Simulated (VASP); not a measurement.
Wanted: the native input for a VASP 6.6.1 run.

| Item | Value |
| --- | --- |
| Task | single point |
| Functional | PBE |
| Potentials or basis | VASP PAW PBE potentials, release 64 (N, Al) |
| Cutoff | 520 eV |
| k mesh | 9 × 9 × 1 |
| Occupations | gaussian, width 0.05 eV |
| Spin | collinear spin |
| Starting moments | [0.0, 0.0, 0.0, 0.0, 3.0, 0.0, 0.0, 0.0, 0.0] μB |
| Dipole correction | yes |
| Further INCAR settings | ALGO = Normal; EDIFF = 1e-06; NBANDS = 32 |

The structure of Al4N5 lies in POSCAR:

```
Al4N5
1.0
    3.1297683445      0.0000000000      0.0000000000
   -1.5648841723      2.7104588943      0.0000000000
    0.0000000000      0.0000000000     25.0621509606
N Al
5 4
Direct
    0.3333333333      0.6666666667      0.1596032203
    0.6666666667      0.3333333333      0.2597004396
    0.3333333333      0.6666666667      0.3620561642
    0.6666666667      0.3333333333      0.4610505141
    0.8333333333      0.6666666667      0.5219883553
    0.6666666667      0.3333333333      0.1833176549
    0.3333333333      0.6666666667      0.2834148742
    0.6666666667      0.3333333333      0.3814237064
    0.3333333333      0.6666666667      0.4812895341
```

The input as run:

INCAR

```
ALGO     = Normal         # electronic algorithm
DIPOL    = 0.5 0.5 0.344
EDIFF    = 1E-6           # SCF threshold, eV
ENCUT    = 520            # plane-wave cutoff, eV
GGA      = PE             # functional
IDIPOL   = 3            
ISIF     = 2              # what is computed and relaxed
ISMEAR   = 0              # smearing method
ISPIN    = 2              # spin polarisation
LASPH    = True           # aspherical terms in the spheres
LCHARG   = False          # write CHGCAR
LDIPOL   = True         
LORBIT   = 11             # projections on sites
LREAL    = False          # projectors in reciprocal space
LWAVE    = False          # write WAVECAR
MAGMOM   = 0 0 0 0 3 0 0 0 0 # initial moments
NBANDS   = 32             # bands
NELM     = 150            # most SCF steps
PREC     = Accurate       # precision mode
SIGMA    = 0.05           # smearing width, eV
```

KPOINTS

```
k-points
0
Gamma
  9 9 1
```

Potentials or basis: VASP PAW PBE potentials, release 64 (N, Al).

Command:

```sh
$ cat potpaw_PBE.64/N/POTCAR potpaw_PBE.64/Al/POTCAR > POTCAR
$ mpirun -np 1 vasp_std > vasp.out
```

Results of the run:

- Largest force: 2.789 eV/Å
- Net moment: -0.19 μB per cell
- Site moments: N -0.34, -0.02, -0.00, +0.02, +0.25; Al +0.00, -0.00 (each value once) μB
- Valence electrons inside the program's atomic spheres: N 3.70, 3.84, 3.86, 3.82, 3.58; Al 0.80, 0.79, 0.82 (each value once)

It took 33 min on 1 thread of Intel Xeon 8259CL (shared host), peak memory 0.55 GiB.
